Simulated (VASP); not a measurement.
Write the native input for VASP 6.6.1 that does the following.

```
Task                   : single point
Functional             : PBE
Potentials or basis    : VASP PAW PBE potentials, release 64 (Hf_pv, Te, W_sv)
Cutoff                 : 520 eV
k mesh                 : 4 × 4 × 4
Occupations            : gaussian, width 0.1 eV
Spin                   : no spin polarisation
Dipole correction      : no
Further INCAR settings : ALGO = Normal; EDIFF = 1e-06; NBANDS = 33
```

The structure of HfTe2W2 lies in POSCAR:

```
HfTe2W2
1.0
    4.6371394200      0.0000000000      0.0000000000
    0.0000000000      4.6371394200      0.0000000000
    0.0000000000      0.0000000000      6.2901430900
Hf Te W
1 2 2
Direct
    0.0000000000      0.0000000000      0.0000000000
    0.0000000000      0.5000000000      0.5000000000
    0.5000000000      0.0000000000      0.5000000000
    0.5000000000      0.5000000000      0.2399999900
    0.5000000000      0.5000000000      0.7600000100
```

The cell was built from a structure type or drawn by symmetry, and may not be a known phase.

These files were run (other wordings do the same):

INCAR

```
ALGO = Normal ; EDIFF = 1E-6
ENCUT = 520 ; GGA = PE
ISIF = 2 ; ISMEAR = 0
LASPH = True ; LCHARG = True
LELF = True ; LREAL = False
LVHAR = True ; LWAVE = False
NBANDS = 33 ; NELM = 80
PREC = Accurate ; SIGMA = 0.1
```

KPOINTS

```
k-points
0
Gamma
  4 4 4
```

Potentials or basis: VASP PAW PBE potentials, release 64 (Hf_pv, Te, W_sv).

Command:

```sh
$ cat potpaw_PBE.64/Hf_pv/POTCAR potpaw_PBE.64/Te/POTCAR potpaw_PBE.64/W_sv/POTCAR > POTCAR
$ mpirun -np 1 vasp_std > vasp.out
```

Results of the run:

```
Pressure               : -14.4 GPa
Largest force          : 2.082 eV/Å
Band gap on the k mesh : zero (bands 25 and 26 overlap by 0.75 eV)
```

Caveat: the cell stands under tension; spin-orbit coupling is left out, which moves the levels of the heavy elements; forces of over 1 eV/Å act on the atoms, so gaps and moduli don't describe the material at rest.

Wall time 2 min on 1 thread of Intel Xeon 8259CL, with other jobs on the host, peak memory 0.28 GiB.
